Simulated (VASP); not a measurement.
# CaMg3 (I4/mmm) in VASP: further runs

CaMg3 is run at these levels: LDA; tasks: single point.

Everything below comes from runs of VASP 6.6.1. Logs are shortened: lines on timing, memory, paths and dates and some standing lists are left out, and cuts for length are marked.

**1. The cell of the first run**

The structure is tetragonal, space group I4/mmm (No. 139). Conventional cell: a = 5.287 Å, b = 5.287 Å, c = 7.450 Å, α = 90.00°, β = 90.00°, γ = 90.00°. Within 4.3 Å of Ca (site symmetry 4/mmm) lie 14 Mg at 3.23 to 3.74 Å. Mg (site symmetry 4/mmm) has 8 Mg at 3.23 Å and 6 Ca at 3.72 to 3.74 Å within 4.3 Å. Within 4.3 Å of Mg (site symmetry -4m2) lie 4 Ca at 3.23 Å and 10 Mg at 3.23 to 3.74 Å.

**2. Single point, LDA**

Contents of INCAR:

```
PREC = Accurate
ENCUT = 520
EDIFF = 1E-6
ISMEAR = 1
SIGMA = 0.05
LREAL = F
LASPH = T
NELM = 100
ALGO = Normal
ISIF = 2
LWAVE = F
LCHARG = F
GGA = CA
NBANDS = 16
```

Contents of KPOINTS:

```
regular mesh
0
Gamma
  6 6 6
```

Contents of POSCAR:

```
CaMg3
1.0
   -2.6435063965      2.6435063965      3.7249423365
    2.6435063965     -2.6435063965      3.7249423365
    2.6435063965      2.6435063965     -3.7249423365
Ca Mg
1 3
Direct
    0.0000000000      0.0000000000      0.0000000000
    0.5000000000      0.5000000000      0.0000000000
    0.2500000000      0.7500000000      0.5000000000
    0.7500000000      0.2500000000      0.5000000000
```

Potentials or basis: VASP PAW LDA potentials, release 64 (Ca_sv, Mg).

Started as:

```bash
> cat potpaw_LDA.64/Ca_sv/POTCAR potpaw_LDA.64/Mg/POTCAR > POTCAR
> mpirun -np 1 vasp_std > vasp.out
```

OUTCAR:

```text
PREC = Accurate
   ENCUT = 520
   EDIFF = 1E-6
   ISMEAR = 1
   LREAL = F
   LASPH = T
   NELM = 100
   ISIF = 2
   GGA = CA

 ion  position               nearest neighbor table
   1  0.000  0.000  0.000-   3 3.23   4 3.23   3 3.23   4 3.23   4 3.23   3 3.23   4 3.23   3 3.23

   2  0.500  0.500  0.000-   3 3.23   4 3.23   3 3.23   4 3.23   3 3.23   4 3.23   3 3.23   4 3.23

   3  0.250  0.750  0.500-   1 3.23   2 3.23   1 3.23   2 3.23   1 3.23   2 3.23   1 3.23   2 3.23

   4  0.750  0.250  0.500-   1 3.23   2 3.23   1 3.23   2 3.23   2 3.23   1 3.23   2 3.23   1 3.23

  LATTYP: Found a body centered tetragonal cell.
 ALAT       =     5.2870127930
 C/A-ratio  =     1.4090914784

  Lattice vectors:

 A1 = (  -2.6435063965,   2.6435063965,   3.7249423365)
 A2 = (   2.6435063965,  -2.6435063965,   3.7249423365)
 A3 = (   2.6435063965,   2.6435063965,  -3.7249423365)

Analysis of symmetry for initial positions (statically):
=====================================================================
 Subroutine PRICEL returns:
 Original cell was already a primitive cell.

 Routine SETGRP: Setting up the symmetry group for a
 body centered tetragonal supercell.

 Subroutine GETGRP returns: Found 16 space group operations
 (whereof 16 operations were pure point group operations)
 out of a pool of 16 trial point group operations.

The static configuration has the point symmetry D_4h.

Analysis of symmetry for dynamics (positions and initial velocities):
=====================================================================
 Subroutine PRICEL returns:
 Original cell was already a primitive cell.

 Routine SETGRP: Setting up the symmetry group for a
 body centered tetragonal supercell.

 Subroutine GETGRP returns: Found 16 space group operations
 (whereof 16 operations were pure point group operations)
 out of a pool of 16 trial point group operations.

The dynamic configuration has the point symmetry D_4h.

 Subroutine INISYM returns: Found 16 space group operations
 (whereof 16 operations are pure point group operations),
 and found     1 'primitive' translations

----------------------------------------------------------------------------------------

                                     Primitive cell

  volume of cell :     104.1215

  direct lattice vectors                    reciprocal lattice vectors
    -2.643506396  2.643506396  3.724942336     0.000000000  0.189142724  0.134230266
     2.643506396 -2.643506396  3.724942336     0.189142724  0.000000000  0.134230266
     2.643506396  2.643506396 -3.724942336     0.189142724  0.189142724  0.000000000

  length of vectors
     5.277447067  5.277447067  5.277447067     0.231932607  0.231932607  0.267488205

  position of ions in fractional coordinates (direct lattice)
     0.000000000  0.000000000  0.000000000
     0.500000000  0.500000000  0.000000000
     0.250000000  0.750000000  0.500000000
     0.750000000  0.250000000  0.500000000

  ion indices of the primitive-cell ions
   primitive index   ion index
                 1           1
                 2           2
                 3           3
                 4           4

----------------------------------------------------------------------------------------

 KPOINTS: regular mesh

Automatic generation of k-mesh.
 Grid dimensions read from file:
 generate k-points for:    6    6    6

 Generating k-lattice:

  Cartesian coordinates                     Fractional coordinates (reciprocal lattice)
     0.000000000  0.031523787  0.022371711     0.166666667  0.000000000  0.000000000
     0.031523787  0.000000000  0.022371711     0.000000000  0.166666667  0.000000000
     0.031523787  0.031523787  0.000000000     0.000000000  0.000000000  0.166666667

  Length of vectors
     0.038655435  0.038655435  0.044581368

  Shift w.r.t. Gamma in fractional coordinates (k-lattice)
     0.000000000  0.000000000  0.000000000

 Subroutine IBZKPT returns following result:
 ===========================================

 Found     30 irreducible k-points:

 Following reciprocal coordinates:
            Coordinates               Weight
  0.000000  0.000000  0.000000      1.000000
  0.166667 -0.000000  0.000000      8.000000
  0.333333 -0.000000  0.000000      8.000000
  0.500000 -0.000000  0.000000      4.000000
  0.166667  0.166667  0.000000      8.000000
  0.333333  0.166667  0.000000     16.000000
[... 16 lines left out ...]
 -0.333333 -0.333333  0.166667      8.000000
 -0.166667 -0.333333  0.166667      8.000000
 [... further k-points ...]
   k-points           NKPTS =     30   k-points in BZ     NKDIM =     30   number of bands    NBANDS=     16
   number of dos      NEDOS =    301   number of ions     NIONS =      4
   total plane-waves  NPLWV =  64000
   dimension x,y,z NGX =    40 NGY =   40 NGZ =   40
   dimension x,y,z NGXF=    80 NGYF=   80 NGZF=   80
   ions per type =               1   3
   NGX,Y,Z   is equivalent  to a cutoff of  12.60, 12.60, 12.60 a.u.
   NGXF,Y,Z  is equivalent  to a cutoff of  25.20, 25.20, 25.20 a.u.
 SYSTEM =  unknown system
   PREC   = accura    normal or accurate (medium, high low for compatibility)
   ISTART =      0    job   : 0-new  1-cont  2-samecut
   ICHARG =      2    charge: 1-file 2-atom 10-const
   ISPIN  =      1    spin polarized calculation?
   LNONCOLLINEAR =      F non collinear calculations
   LSORBIT =      F    spin-orbit coupling
   LASPH  =      T    aspherical Exc in radial PAW
   ENCUT  =  520.0 eV  38.22 Ry    6.18 a.u.   9.81  9.81  9.81*2*pi/ulx,y,z
   NELM   =    100;   NELMIN=  2; NELMDL= -5     # of ELM steps
   EDIFF  = 0.1E-05   stopping-criterion for ELM
   LREAL  =      F    real-space projection
   EDIFFG = 0.1E-04   stopping-criterion for IOM
   NSW    =      0    number of steps for IOM
   IBRION =     -1    ionic relax: 0-MD 1-quasi-New 2-CG
   NFREE  =      0    steps in history (QN), initial steepest desc. (CG)
   ISIF   =      2    stress and relaxation
   ISYM   =      2    0-nonsym 1-usesym 2-fastsym
   POTIM  = 0.5000    time-step for ionic-motion
   TEBEG  =    0.0;   TEEND  =   0.0 temperature during run
   PSTRESS=    0.0 pullay stress
   NELECT =      16.0000    total number of electrons
   NUPDOWN=      -1.0000    fix difference up-down
   EMIN   =  10.00;   EMAX   =-10.00  energy-range for DOS
   EFERMI =   0.00;   METHOD = LEGACY
   ISMEAR =     1;   SIGMA  =   0.05  broadening in eV -4-tet -1-fermi 0-gaus
   EFERMI_NEDOS =   21; number of points for ismear=-14 and -15
   IALGO  =     38    algorithm
   IMIX   =      4    mixing-type and parameters
     AMIX     =   0.40;   BMIX     =  1.00
     AMIX_MAG =   1.60;   BMIX_MAG =  1.00
  volume/ion in A,a.u.               =      26.03       175.66
  Fermi-wavevector in a.u.,A,eV,Ry     =   0.876869  1.657042 10.461510  0.768899
  Thomas-Fermi vector in A             =   1.996739
   LORBIT       =      0    0 simple, 1 ext, 2 COOP (PROOUT), +10 PAW based schemes
   GGA     = CA    functional components
   LHFCALC =     F    Hartree Fock is set to
   AEXX    =    0.0000 exact exchange contribution
   IVDW    =     0    specifies the selected vdW correction
   LEPSILON=     F    determine dielectric tensor
   LRPA    =     F    only Hartree local field effects (RPA)
 non-spin polarized calculation
 Methfessel and Paxton  Order N= 1 SIGMA  =   0.05
  energy-cutoff  :      520.00
  volume of cell :      104.12
 maximum number of plane-waves:      2818
   NGX = 19   NGY = 19   NGZ = 19

 number of electron      15.9999997 magnetization

 Free energy of the ion-electron system (eV)
  ---------------------------------------------------
  ext. energy  EPLUGINS =         0.00000000
  ---------------------------------------------------
  free energy    TOTEN  =        -7.98617296 eV

  energy without entropy =       -7.98528044  energy(sigma->0) =       -7.98587545

 E-fermi :   2.2567     XC(G=0):  -8.6483

 val. band max:        2.2340090130   @ k =   0.3333   0.1667   0.0000
 cond. band min:       2.2649615670   @ k =   0.3333  -0.0000   0.0000
 fundamental gap:      0.0309525540
 Fermi energy:         2.2567118246

 k-point     1 :       0.0000    0.0000    0.0000
  band No.  band energies     occupation
      1     -38.5270      2.00000
      2     -19.8659      2.00000
      3     -19.8659      2.00000
      4     -19.8657      2.00000
      5      -3.6728      2.00000
      6       2.4534     -0.00000
[... 8 lines left out ...]
     15       6.2393      0.00000
     16       6.8264      0.00000

 k-point     2 :       0.1667   -0.0000    0.0000
  band No.  band energies     occupation
      1     -38.5269      2.00000
      2     -19.8677      2.00000
      3     -19.8662      2.00000
      4     -19.8660      2.00000
      5      -3.4367      2.00000
      6       1.3973      2.00000
[... 8 lines left out ...]
     15       5.8474      0.00000
     16       6.6481      0.00000

 k-point     3 :       0.3333   -0.0000    0.0000
  band No.  band energies     occupation
      1     -38.5268      2.00000
      2     -19.8712      2.00000
      3     -19.8668      2.00000
      4     -19.8665      2.00000
      5      -2.7452      2.00000
      6      -0.2006      2.00000
[... 8 lines left out ...]
     15       7.0049      0.00000
     16       7.0218      0.00000

 k-point     4 :       0.5000   -0.0000    0.0000
  band No.  band energies     occupation
      1     -38.5268      2.00000
      2     -19.8730      2.00000
      3     -19.8670      2.00000
      4     -19.8668      2.00000
      5      -1.7456      2.00000
      6      -1.5292      2.00000
[... 8 lines left out ...]
     15       7.4970      0.00000
     16       7.5111      0.00000

 k-point     5 :       0.1667    0.1667    0.0000
  band No.  band energies     occupation
      1     -38.5268      2.00000
      2     -19.8694      2.00000
      3     -19.8674      2.00000
      4     -19.8663      2.00000
      5      -3.0485      2.00000
      6       0.8377      2.00000
[... 8 lines left out ...]
     15       5.9849      0.00000
     16       6.9272      0.00000

 k-point     6 :       0.3333    0.1667    0.0000
  band No.  band energies     occupation
      1     -38.5268      2.00000
      2     -19.8717      2.00000
      3     -19.8682      2.00000
      4     -19.8669      2.00000
      5      -2.2254      2.00000
      6      -0.5322      2.00000
[... 8 lines left out ...]
     15       6.7304      0.00000
     16       7.5329      0.00000

 k-point     7 :       0.5000    0.1667    0.0000
  band No.  band energies     occupation
      1     -38.5267      2.00000
      2     -19.8723      2.00000
      3     -19.8680      2.00000
      4     -19.8672      2.00000
      5      -1.8727      2.00000
      6      -0.9905      2.00000
[... 8 lines left out ...]
     15       7.3890      0.00000
     16       7.4226      0.00000

 k-point     8 :      -0.3333    0.1667    0.0000
  band No.  band energies     occupation
      1     -38.5268      2.00000
      2     -19.8703      2.00000
      3     -19.8672      2.00000
      4     -19.8670      2.00000
      5      -2.8221      2.00000
      6       0.4701      2.00000
[... 8 lines left out ...]
     15       6.5891      0.00000
     16       6.7928      0.00000

 k-point     9 :      -0.1667    0.1667    0.0000
  band No.  band energies     occupation
      1     -38.5269      2.00000
      2     -19.8677      2.00000
      3     -19.8666      2.00000
      4     -19.8663      2.00000
      5      -3.3593      2.00000
      6       1.7639      2.00000
[... 8 lines left out ...]
     15       6.1151      0.00000
     16       6.4898      0.00000
[... 172 lines left out ...]
 k-point    19 :      -0.1667    0.3333    0.1667
  band No.  band energies     occupation
      1     -38.5268      2.00000
      2     -19.8717      2.00000
      3     -19.8680      2.00000
      4     -19.8670      2.00000
      5      -2.2297      2.00000
      6      -0.5240      2.00000
[... 8 lines left out ...]
     15       6.7547      0.00000
     16       7.5222      0.00000

 k-point    20 :       0.5000    0.5000    0.1667
  band No.  band energies     occupation
      1     -38.5267      2.00000
      2     -19.8718      2.00000
      3     -19.8694      2.00000
      4     -19.8686      2.00000
      5      -0.8085      2.00000
      6      -0.7982      2.00000
[... 8 lines left out ...]
     15       7.3356      0.00000
     16       7.4296      0.00000

 k-point    21 :      -0.3333    0.5000    0.1667
  band No.  band energies     occupation
      1     -38.5267      2.00000
      2     -19.8714      2.00000
      3     -19.8696      2.00000
      4     -19.8679      2.00000
      5      -1.2344      2.00000
      6      -0.9360      2.00000
[... 8 lines left out ...]
     15       7.2339      0.00000
     16       7.5860      0.00000

 k-point    22 :      -0.1667    0.5000    0.1667
  band No.  band energies     occupation
      1     -38.5267      2.00000
      2     -19.8722      2.00000
      3     -19.8679      2.00000
      4     -19.8674      2.00000
      5      -1.8666      2.00000
      6      -0.9963      2.00000
[... 8 lines left out ...]
     15       7.3935      0.00000
     16       7.4037      0.00000

 k-point    23 :      -0.3333   -0.3333    0.1667
  band No.  band energies     occupation
      1     -38.5267      2.00000
      2     -19.8711      2.00000
      3     -19.8689      2.00000
      4     -19.8675      2.00000
      5      -2.1483      2.00000
      6       0.1323      2.00000
[... 8 lines left out ...]
     15       6.6699      0.00000
     16       7.3641      0.00000

 k-point    24 :      -0.1667   -0.3333    0.1667
  band No.  band energies     occupation
      1     -38.5268      2.00000
      2     -19.8702      2.00000
      3     -19.8672      2.00000
      4     -19.8671      2.00000
      5      -2.8176      2.00000
      6       0.4625      2.00000
[... 8 lines left out ...]
     15       6.5901      0.00000
     16       6.7801      0.00000

 [... further k-points ...]
[... 5 lines left out ...]
  --------------------------------------------------------------------------------------
  -------------------------------------------------------------------------------------
  Total       -1.5445625     -1.5445625     -1.5512375      0.0000000      0.0000000      0.0000000
  in kB      -23.7670778    -23.7670778    -23.8697907      0.0000000      0.0000000      0.0000000
  external PRESSURE =     -23.8013154 kB  Pullay stress =       0.0000000 kB

 VOLUME and BASIS-vectors are now :
 -----------------------------------------------------------------------------
  energy-cutoff  :      520.00
  volume of cell :      104.12
      direct lattice vectors                 reciprocal lattice vectors
    -2.643506396  2.643506396  3.724942336     0.000000000  0.189142724  0.134230266
     2.643506396 -2.643506396  3.724942336     0.189142724  0.000000000  0.134230266
     2.643506396  2.643506396 -3.724942336     0.189142724  0.189142724  0.000000000

 POSITION                                       TOTAL-FORCE (eV/Angst)
 -----------------------------------------------------------------------------------
      0.00000      0.00000      0.00000        -0.000000      0.000000     -0.000000
      0.00000      0.00000      3.72494        -0.000000      0.000000     -0.000000
      2.64351     -0.00000      1.86247         0.000000      0.000000     -0.000000
     -0.00000      2.64351      1.86247         0.000000     -0.000000      0.000000
 -----------------------------------------------------------------------------------
    total drift:                               -0.000000     -0.000000      0.000000

  FREE ENERGIE OF THE ION-ELECTRON SYSTEM (eV)
  ---------------------------------------------------
  free  energy   TOTEN  =        -7.9861729585 eV

  energy  without entropy=       -7.9852804431  energy(sigma->0) =       -7.98587545
```

Wall time 50 s (1 thread of Intel Xeon Platinum 8488C (Sapphire Rapids), shared host); peak memory 0.22 GiB.

Results:

| Item | Value |
| --- | --- |
| Free energy | -7.9862 eV |
| Pressure | -2.4 GPa |
| Band gap on the k mesh | zero (band 8 reaches 2.78 eV, above the bottom of band 9 at 1.57 eV) |

[end of part 1 of 2]
